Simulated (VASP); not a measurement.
# Ag (Fm-3m) in VASP: settings compared

Aim: see how the results for Ag move with the level of theory and the settings. Levels: RPBE+D3(BJ), PBE exchange alone. Tasks: single point.

All numbers are computed with VASP 6.6.1; they aren't measurements. Logs are shortened: lines on timing, memory, paths and dates and some standing lists are left out, and cuts for length are marked.

## Step 1: The cell of the first run

The structure is cubic, space group Fm-3m (No. 225). The conventional cell has a = 4.085 Å, b = 4.085 Å, c = 4.085 Å, α = 90.00°, β = 90.00°, γ = 90.00°. Ag (site symmetry m-3m) has 12 Ag at 2.89 Å within 3.8 Å.

## Step 2: Single point, RPBE+D3(BJ)

Contents of INCAR:

```
SYSTEM = Ag
PREC = Accurate
ENCUT = 520
EDIFF = 1E-6
ISMEAR = 0
SIGMA = 0.15
LREAL = .FALSE.
LASPH = .TRUE.
NELM = 100
ALGO = Normal
ISIF = 2
LWAVE = .FALSE.
LCHARG = .FALSE.
GGA = RP
IVDW = 12
NBANDS = 12
```

Contents of KPOINTS:

```
regular mesh
0
G
  11 11 11
  0 0 0
```

Contents of POSCAR:

```
Ag
1.0
    0.0000000000      2.0427500000      2.0427500000
    2.0427500000      0.0000000000      2.0427500000
    2.0427500000      2.0427500000      0.0000000000
Ag
1
Direct
    0.0000000000      0.0000000000      0.0000000000
```

Potentials or basis: VASP PAW PBE potentials, release 64 (Ag).

Run with:

```sh
$ cat potpaw_PBE.64/Ag/POTCAR > POTCAR
$ mpirun -np 1 vasp_std > vasp.out
```

OUTCAR:

```text
SYSTEM = Ag
   PREC = Accurate
   ENCUT = 520
   EDIFF = 1E-6
   ISMEAR = 0
   LREAL = .FALSE.
   LASPH = .TRUE.
   NELM = 100
   ISIF = 2
   GGA = RP
   IVDW = 12
 IVDW          = 12

 ion  position               nearest neighbor table
   1  0.000  0.000  0.000-

  LATTYP: Found a face centered cubic cell.
 ALAT       =     4.0855000000

  Lattice vectors:

 A1 = (   0.0000000000,   2.0427500000,   2.0427500000)
 A2 = (   2.0427500000,   0.0000000000,   2.0427500000)
 A3 = (   2.0427500000,   2.0427500000,   0.0000000000)

Analysis of symmetry for initial positions (statically):
=====================================================================
 Subroutine PRICEL returns:
 Original cell was already a primitive cell.

 Routine SETGRP: Setting up the symmetry group for a
 face centered cubic supercell.

 Subroutine GETGRP returns: Found 48 space group operations
 (whereof 48 operations were pure point group operations)
 out of a pool of 48 trial point group operations.

The static configuration has the point symmetry O_h .

Analysis of symmetry for dynamics (positions and initial velocities):
=====================================================================
 Subroutine PRICEL returns:
 Original cell was already a primitive cell.

 Routine SETGRP: Setting up the symmetry group for a
 face centered cubic supercell.

 Subroutine GETGRP returns: Found 48 space group operations
 (whereof 48 operations were pure point group operations)
 out of a pool of 48 trial point group operations.

The dynamic configuration has the point symmetry O_h .

 Subroutine INISYM returns: Found 48 space group operations
 (whereof 48 operations are pure point group operations),
 and found     1 'primitive' translations

----------------------------------------------------------------------------------------

                                     Primitive cell

  volume of cell :      17.0481

  direct lattice vectors                    reciprocal lattice vectors
     0.000000000  2.042750000  2.042750000    -0.244768082  0.244768082  0.244768082
     2.042750000  0.000000000  2.042750000     0.244768082 -0.244768082  0.244768082
     2.042750000  2.042750000  0.000000000     0.244768082  0.244768082 -0.244768082

  length of vectors
     2.888884755  2.888884755  2.888884755     0.423950755  0.423950755  0.423950755

  position of ions in fractional coordinates (direct lattice)
     0.000000000  0.000000000  0.000000000

  ion indices of the primitive-cell ions
   primitive index   ion index
                 1           1

----------------------------------------------------------------------------------------

 KPOINTS: regular mesh

Automatic generation of k-mesh.
 Grid dimensions read from file:
 generate k-points for:   11   11   11

 Generating k-lattice:

  Cartesian coordinates                     Fractional coordinates (reciprocal lattice)
    -0.022251644  0.022251644  0.022251644     0.090909091  0.000000000  0.000000000
     0.022251644 -0.022251644  0.022251644     0.000000000  0.090909091  0.000000000
     0.022251644  0.022251644 -0.022251644     0.000000000  0.000000000  0.090909091

  Length of vectors
     0.038540978  0.038540978  0.038540978

  Shift w.r.t. Gamma in fractional coordinates (k-lattice)
     0.000000000  0.000000000  0.000000000

 Subroutine IBZKPT returns following result:
 ===========================================

 Found     56 irreducible k-points:

 Following reciprocal coordinates:
            Coordinates               Weight
  0.000000  0.000000  0.000000      1.000000
  0.090909  0.000000  0.000000      8.000000
  0.181818  0.000000  0.000000      8.000000
  0.272727  0.000000  0.000000      8.000000
  0.363636  0.000000  0.000000      8.000000
  0.454545  0.000000  0.000000      8.000000
[... 16 lines left out ...]
 -0.272727  0.181818  0.000000     24.000000
 -0.181818  0.181818  0.000000     12.000000
 [... further k-points ...]
   k-points           NKPTS =     56   k-points in BZ     NKDIM =     56   number of bands    NBANDS=     12
   number of dos      NEDOS =    301   number of ions     NIONS =      1
   total plane-waves  NPLWV =  13824
   dimension x,y,z NGX =    24 NGY =   24 NGZ =   24
   dimension x,y,z NGXF=    48 NGYF=   48 NGZF=   48
   ions per type =               1
   NGX,Y,Z   is equivalent  to a cutoff of  13.81, 13.81, 13.81 a.u.
   NGXF,Y,Z  is equivalent  to a cutoff of  27.62, 27.62, 27.62 a.u.
 SYSTEM =  Ag
   PREC   = accura    normal or accurate (medium, high low for compatibility)
   ISTART =      0    job   : 0-new  1-cont  2-samecut
   ICHARG =      2    charge: 1-file 2-atom 10-const
   ISPIN  =      1    spin polarized calculation?
   LNONCOLLINEAR =      F non collinear calculations
   LSORBIT =      F    spin-orbit coupling
   LASPH  =      T    aspherical Exc in radial PAW
   ENCUT  =  520.0 eV  38.22 Ry    6.18 a.u.   5.37  5.37  5.37*2*pi/ulx,y,z
   NELM   =    100;   NELMIN=  2; NELMDL= -5     # of ELM steps
   EDIFF  = 0.1E-05   stopping-criterion for ELM
   LREAL  =      F    real-space projection
   EDIFFG = 0.1E-04   stopping-criterion for IOM
   NSW    =      0    number of steps for IOM
   IBRION =     -1    ionic relax: 0-MD 1-quasi-New 2-CG
   NFREE  =      0    steps in history (QN), initial steepest desc. (CG)
   ISIF   =      2    stress and relaxation
   ISYM   =      2    0-nonsym 1-usesym 2-fastsym
   POTIM  = 0.5000    time-step for ionic-motion
   TEBEG  =    0.0;   TEEND  =   0.0 temperature during run
   PSTRESS=    0.0 pullay stress
   NELECT =      11.0000    total number of electrons
   NUPDOWN=      -1.0000    fix difference up-down
   EMIN   =  10.00;   EMAX   =-10.00  energy-range for DOS
   EFERMI =   0.00;   METHOD = LEGACY
   ISMEAR =     0;   SIGMA  =   0.15  broadening in eV -4-tet -1-fermi 0-gaus
   EFERMI_NEDOS =   21; number of points for ismear=-14 and -15
   IALGO  =     38    algorithm
   IMIX   =      4    mixing-type and parameters
     AMIX     =   0.40;   BMIX     =  1.00
     AMIX_MAG =   1.60;   BMIX_MAG =  1.00
  volume/ion in A,a.u.               =      17.05       115.05
  Fermi-wavevector in a.u.,A,eV,Ry     =   1.414644  2.673290 27.228221  2.001218
  Thomas-Fermi vector in A             =   2.536165
   LORBIT       =      0    0 simple, 1 ext, 2 COOP (PROOUT), +10 PAW based schemes
   GGA     = RP    functional components
   LHFCALC =     F    Hartree Fock is set to
   AEXX    =    0.0000 exact exchange contribution
   IVDW    =    12    specifies the selected vdW correction
   LEPSILON=     F    determine dielectric tensor
   LRPA    =     F    only Hartree local field effects (RPA)
 non-spin polarized calculation
 Gauss-broadening in eV      SIGMA  =   0.15
  energy-cutoff  :      520.00
  volume of cell :       17.05
 maximum number of plane-waves:       477
 NGX is ok and might be reduce to    24
   NGX = 11   NGY = 11   NGZ = 11

 number of electron      10.9999999 magnetization

 Free energy of the ion-electron system (eV)
  ---------------------------------------------------
  ext. energy  EPLUGINS =         0.00000000
  ---------------------------------------------------
  free energy    TOTEN  =        -2.16374530 eV

  energy without entropy =       -2.16007214  energy(sigma->0) =       -2.16190872

 E-fermi :   8.8303     XC(G=0): -12.0804

 val. band max:        8.7969672386   @ k =  -0.4545   0.0909   0.0000
 cond. band min:       8.8979047588   @ k =   0.4545   0.3636   0.0000
 fundamental gap:      0.1009375202
 Fermi energy:         8.8302869784

 k-point     1 :       0.0000    0.0000    0.0000
  band No.  band energies     occupation
      1       0.8358      2.00000
      2       3.7401      2.00000
      3       3.7401      2.00000
      4       3.7401      2.00000
      5       4.7671      2.00000
      6       4.7671      2.00000
      7      24.5816      0.00000
      8      28.2008      0.00000
      9      28.2008      0.00000
     10      28.2008      0.00000
     11      32.9361      0.00000
     12      34.1343      0.00000

 k-point     2 :       0.0909    0.0000    0.0000
  band No.  band energies     occupation
      1       1.0910      2.00000
      2       3.6856      2.00000
      3       3.8081      2.00000
      4       3.8081      2.00000
      5       4.7431      2.00000
      6       4.7431      2.00000
      7      24.5459      0.00000
      8      26.4019      0.00000
      9      28.3020      0.00000
     10      28.3020      0.00000
     11      32.5987      0.00000
     12      33.8024      0.00000

 k-point     3 :       0.1818    0.0000    0.0000
  band No.  band energies     occupation
      1       1.7519      2.00000
      2       3.6559      2.00000
      3       3.9298      2.00000
      4       3.9298      2.00000
      5       4.7526      2.00000
      6       4.7526      2.00000
      7      22.3341      0.00000
      8      25.4474      0.00000
      9      28.4356      0.00000
     10      28.4356      0.00000
     11      31.4035      0.00000
     12      32.7213      0.00000
[... 286 lines left out ...]
 k-point    23 :      -0.2727    0.1818    0.0000
  band No.  band energies     occupation
      1       2.9116      2.00000
      2       3.5667      2.00000
      3       4.0081      2.00000
      4       4.2218      2.00000
      5       4.7864      2.00000
      6       7.2025      2.00000
      7      17.2572      0.00000
      8      20.4222      0.00000
      9      25.9215      0.00000
     10      27.4907      0.00000
     11      30.7448      0.00000
     12      33.3295      0.00000

 k-point    24 :      -0.1818    0.1818    0.0000
  band No.  band energies     occupation
      1       2.8519      2.00000
      2       3.3422      2.00000
      3       3.9570      2.00000
      4       4.3505      2.00000
      5       4.3802      2.00000
      6       5.9247      2.00000
      7      20.5289      0.00000
      8      20.9257      0.00000
      9      27.2073      0.00000
     10      29.0095      0.00000
     11      29.7179      0.00000
     12      33.2621      0.00000

 [... further k-points ...]

------------------------ aborting loop because EDIFF is reached ----------------------------------------

 Edisp (eV)   -2.95849

 E8    (eV) :    -1.9303

  FORCE on cell =-STRESS in cart. coord.  units (eV):
  Direction    XX          YY          ZZ          XY          YZ          ZX
  --------------------------------------------------------------------------------------
  -------------------------------------------------------------------------------------
  Total      -2.78274    -2.78274    -2.78274    -0.00000    -0.00000     0.00000
  in kB    -261.52165  -261.52165  -261.52165    -0.00000    -0.00000     0.00000
  external pressure =     -261.52 kB  Pullay stress =        0.00 kB

 VOLUME and BASIS-vectors are now :
 -----------------------------------------------------------------------------
  energy-cutoff  :      520.00
  volume of cell :       17.05
      direct lattice vectors                 reciprocal lattice vectors
     0.000000000  2.042750000  2.042750000    -0.244768082  0.244768082  0.244768082
     2.042750000  0.000000000  2.042750000     0.244768082 -0.244768082  0.244768082
     2.042750000  2.042750000  0.000000000     0.244768082  0.244768082 -0.244768082

 POSITION                                       TOTAL-FORCE (eV/Angst)
 -----------------------------------------------------------------------------------
      0.00000      0.00000      0.00000         0.000000      0.000000     -0.000000
 -----------------------------------------------------------------------------------
    total drift:                               -0.000000      0.000000     -0.000000

  FREE ENERGIE OF THE ION-ELECTRON SYSTEM (eV)
  ---------------------------------------------------
  free  energy   TOTEN  =        -5.1222372530 eV

  energy  without entropy=       -5.1185640931  energy(sigma->0) =       -5.12040067
```

Run time: 7.1 s. Hardware: 1 thread of Intel Xeon Platinum 8488C (Sapphire Rapids), shared host; peak memory 0.15 GiB.

What came out:

```yaml
Free_energy: -5.1222 eV
Pressure: -26.2 GPa
Band_gap_on_the_k_mesh: zero (an odd number of electrons rules out a gap without spin polarisation)
Dispersion_energy_per_atom: -2.958 eV
```

Levels at points of the mesh, in eV from the Fermi level:
```tsv
k point	band 2	band 3	band 4	band 5	band 6	band 7	band 8	band 9	band 10	band 11
(0.00, 0.00, 0.00)	-5.09	-5.09	-5.09	-4.06	-4.06	15.75	19.37	19.37	19.37	24.11
```

Caveat: the cell stands under tension; the PAW data sets were made with another functional, which shifts forces and pressure a little.

## Step 3: Single point, PBE exchange alone, non-collinear spin, zero start, spin-orbit coupling

This run uses another cell than the first one, of 12.82 Å³/atom.

Contents of INCAR:

```
SYSTEM = Ag
PREC = Accurate
ENCUT = 520
EDIFF = 1E-7
ISMEAR = 1
SIGMA = 0.15
LREAL = .FALSE.
LASPH = .TRUE.
NELM = 150
ALGO = Normal
ISIF = 2
LWAVE = .FALSE.
LCHARG = .FALSE.
LNONCOLLINEAR = .TRUE.
MAGMOM = 0 0 0
LORBIT = 11
LSORBIT = .TRUE.
GGA_COMPAT = .FALSE.
LORBMOM = .TRUE.
LMAXMIX = 4
GGA = PE
ALDAC = 0.0
AGGAC = 0.0
NBANDS = 22
```

Contents of KPOINTS:

```
Automatic mesh
0
G
  11 11 11
  0 0 0
```

Contents of POSCAR:

```
Ag
1.0
    0.0000000000      1.8576098249      1.8576098249
    1.8576098249      0.0000000000      1.8576098249
    1.8576098249      1.8576098249      0.0000000000
Ag
1
Direct
    0.0000000000      0.0000000000      0.0000000000
```

Potentials or basis: VASP PAW PBE potentials, release 64 (Ag).

Run with:

```sh
$ cat potpaw_PBE.64/Ag/POTCAR > POTCAR
$ mpirun -np 1 vasp_ncl > vasp.out
```

Run time: 25 s. Hardware: 1 thread of Intel Xeon Platinum 8488C (Sapphire Rapids), shared host; peak memory 0.17 GiB.

It converged, with:

```yaml
Free_energy: 0.2746 eV
Pressure: 108.8 GPa
Net_moment: 0.00 μB per cell
Valence_electrons_inside_the_program's_atomic_spheres: Ag 10.34
```

Moments on the atoms (μB; x, y, z):
```
Ag  0.00 0.00 0.00
```

Caveat: the cell stands under pressure.

## Step 4: Single point, PBE exchange alone, non-collinear spin, zero start, spin-orbit coupling

This run uses another cell than the first one, of 13.09 Å³/atom.

Contents of INCAR:

```
AGGAC = 0.0
ALDAC = 0.0
ALGO = Normal
EDIFF = 1E-6
ENCUT = 520
GGA = PE
GGA_COMPAT = False
ISIF = 2
ISMEAR = 1
LASPH = True
LCHARG = False
LMAXMIX = 4
LORBIT = 11
LORBMOM = True
LREAL = False
LSORBIT = True
LWAVE = False
MAGMOM = 0 0 0
NBANDS = 22
NELM = 150
PREC = Accurate
SIGMA = 0.15
```

Contents of KPOINTS:

```
k-points
0
Gamma
  11 11 11
```

Contents of POSCAR:

```
Ag
1.0
    0.0000000000      1.8706920152      1.8706920152
    1.8706920152      0.0000000000      1.8706920152
    1.8706920152      1.8706920152      0.0000000000
Ag
1
Direct
    0.0000000000      0.0000000000      0.0000000000
```

Run with:

```sh
$ cat potpaw_PBE.64/Ag/POTCAR > POTCAR
$ mpirun -np 1 vasp_ncl > vasp.out
```

Wall time 40 s (1 thread of Intel Xeon Platinum 8488C (Sapphire Rapids), shared host); peak memory 0.17 GiB.

It converged, with:

| Item | Value |
| --- | --- |
| Free energy | 0.0980 eV |
| Pressure | 98.5 GPa |
| Net moment | 0.00 μB per cell |
| Valence electrons inside the program's atomic spheres | Ag 10.30 |

Moments on the atoms (μB; x, y, z):
```
Ag  0.00 0.00 0.00
```

Caveat: the cell stands under pressure.

## Step 5: Single point, PBE exchange alone, non-collinear spin, zero start, spin-orbit coupling

This run uses another cell than the first one, of 13.37 Å³/atom.

Contents of INCAR:

```
PREC = Accurate
ENCUT = 520
EDIFF = 1E-6
ISMEAR = 1
SIGMA = 0.15
LREAL = False
LASPH = True
NELM = 150
ALGO = Normal
ISIF = 2
LWAVE = False
LCHARG = False
LNONCOLLINEAR = True
MAGMOM = 0 0 0
LORBIT = 11
LSORBIT = True
GGA_COMPAT = False
LORBMOM = True
LMAXMIX = 4
GGA = PE
ALDAC = 0.0
AGGAC = 0.0
NBANDS = 22
```

Contents of KPOINTS:

```
Automatic mesh
0
Gamma
  11 11 11
```

Contents of POSCAR:

```
Ag
1.0
    0.0000000000      1.8835937471      1.8835937471
    1.8835937471      0.0000000000      1.8835937471
    1.8835937471      1.8835937471      0.0000000000
Ag
1
Direct
    0.0000000000      0.0000000000      0.0000000000
```

Run with:

```sh
$ cat potpaw_PBE.64/Ag/POTCAR > POTCAR
$ mpirun -np 1 vasp_ncl > vasp.out
```

Run time: 39 s. Hardware: 1 thread of Intel Xeon Platinum 8488C (Sapphire Rapids), shared host; peak memory 0.17 GiB.

It converged, with:

| Item | Value |
| --- | --- |
| Free energy | -0.0618 eV |
| Pressure | 89.2 GPa |
| Net moment | 0.00 μB per cell |
| Valence electrons inside the program's atomic spheres | Ag 10.26 |

Moments on the atoms (μB; x, y, z):
```
Ag  0.00 0.00 0.00
```

Caveat: the cell stands under pressure.

## Step 6: Single point, PBE exchange alone, non-collinear spin, zero start, spin-orbit coupling

This run uses another cell than the first one, of 13.64 Å³/atom.

Contents of INCAR:

```
SYSTEM = Ag
AGGAC = 0.0
ALDAC = 0.0
ALGO = Fast
EDIFF = 1E-6
ENCUT = 520
GGA = PE
GGA_COMPAT = .False.
ISIF = 2
ISMEAR = 1
LASPH = .True.
LCHARG = .False.
LMAXMIX = 4
LORBIT = 11
LORBMOM = .True.
LREAL = .False.
LSORBIT = .True.
LWAVE = .False.
MAGMOM = 0 0 0
NBANDS = 22
NELM = 150
PREC = Accurate
SIGMA = 0.15
```

Contents of KPOINTS:

```
k-points
0
Gamma
  11 11 11
  0 0 0
```

Contents of POSCAR:

```
Ag
1.0
    0.0000000000      1.8963211180      1.8963211180
    1.8963211180      0.0000000000      1.8963211180
    1.8963211180      1.8963211180      0.0000000000
Ag
1
Direct
    0.0000000000      0.0000000000      0.0000000000
```

Potentials or basis: VASP PAW PBE potentials, release 64 (Ag).

Run with:

```sh
$ cat potpaw_PBE.64/Ag/POTCAR > POTCAR
$ mpirun -np 1 vasp_ncl > vasp.out
```

Run time: 36 s. Hardware: 1 thread of Intel Xeon Platinum 8488C (Sapphire Rapids), shared host; peak memory 0.17 GiB.

It converged, with:

| Property | Result |
| --- | --- |
| Free energy | -0.2066 eV |
| Pressure | 80.8 GPa |
| Net moment | 0.00 μB per cell |
| Valence electrons inside the program's atomic spheres | Ag 10.22 |

Moments on the atoms (μB; x, y, z):
```
Ag  0.00 0.00 0.00
```

Caveat: the cell stands under pressure.

## Step 7: The runs side by side

| level | spin | cell | smearing | pressure (GPa) | moment (μB) |
| --- | --- | --- | --- | --- | --- |
| RPBE+D3(BJ) | off | a = 2.889 Å, angles 60.0°, 1 atom | gaussian 0.15 eV | -26.2 | - |
| PBE exchange alone | non-collinear, zero start, SOC | a = 2.627 Å, angles 60.0°, 1 atom | methfessel-paxton 0.15 eV | 108.8 | 0.00 |
| PBE exchange alone | non-collinear, zero start, SOC | a = 2.646 Å, angles 60.0°, 1 atom | methfessel-paxton 0.15 eV | 98.5 | 0.00 |
| PBE exchange alone | non-collinear, zero start, SOC | a = 2.664 Å, angles 60.0°, 1 atom | methfessel-paxton 0.15 eV | 89.2 | 0.00 |
| PBE exchange alone | non-collinear, zero start, SOC | a = 2.682 Å, angles 60.0°, 1 atom | methfessel-paxton 0.15 eV | 80.8 | 0.00 |

Alike in all rows: task single point; potentials or basis VASP PAW PBE potentials, release 64 (Ag); k mesh 11 × 11 × 11; cutoff (eV) 520.

Caveats: the cell stands under pressure (at least some runs); the cell stands under tension (at least some runs); the PAW data sets were made with another functional, which shifts forces and pressure a little (at least some runs).

Total energies depend on the potentials used, so only differences within one code and one set of settings carry meaning.
